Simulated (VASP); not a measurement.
Runs of VASP 6.6.1 on MgO. The structure is that of space group Fm-3m (No. 225), or close to it. The cells are those of the table. 

| task | level | cell | k mesh | gap on the mesh (eV) | pressure (GPa) |
| --- | --- | --- | --- | --- | --- |
| single point | PBE | a = 3.003 Å, angles 60.0°, 2 atoms | 6 × 6 × 6 | 4.49 | 0.0 |
| dielectric tensor | r2SCAN | a = 3.032 Å, angles 60.0°, 2 atoms | 8 × 8 × 8 | 5.08 | - |
| single point | PBE | a = 3.032 Å, angles 60.0°, 2 atoms | 6 × 6 × 6 | (c) | -4.2 |
| single point | PBE | a = 2.973 Å, angles 60.0°, 2 atoms | 6 × 6 × 6 | (b) | (d) |
| single point | PBE | a = 2.854 Å, angles 60.0°, 2 atoms | 6 × 6 × 6 | 6.08 | 31.9 |
| dielectric tensor | r2SCAN | a = 2.973 Å, angles 60.0°, 2 atoms | 8 × 8 × 8 | (a) | - |
| dielectric tensor | r2SCAN | a = 3.092 Å, angles 60.0°, 2 atoms | 8 × 8 × 8 | 4.55 | - |
| single point | PBE | a = 3.062 Å, angles 60.0°, 2 atoms | 6 × 6 × 6 | 3.96 | -7.9 |

Alike in all rows: potentials or basis VASP PAW PBE potentials, release 64 (Mg, O); no spin polarisation; cutoff (eV) 520; smearing gaussian 0.01 eV.

Task: Estimate the missing entries.

Result: (a) 5.66; (b) 4.78; (c) 4.22; (d) 4.9.

Caveats: some runs use coarse meshes; the PAW data sets were made with another functional, which shifts forces and pressure a little (some runs).

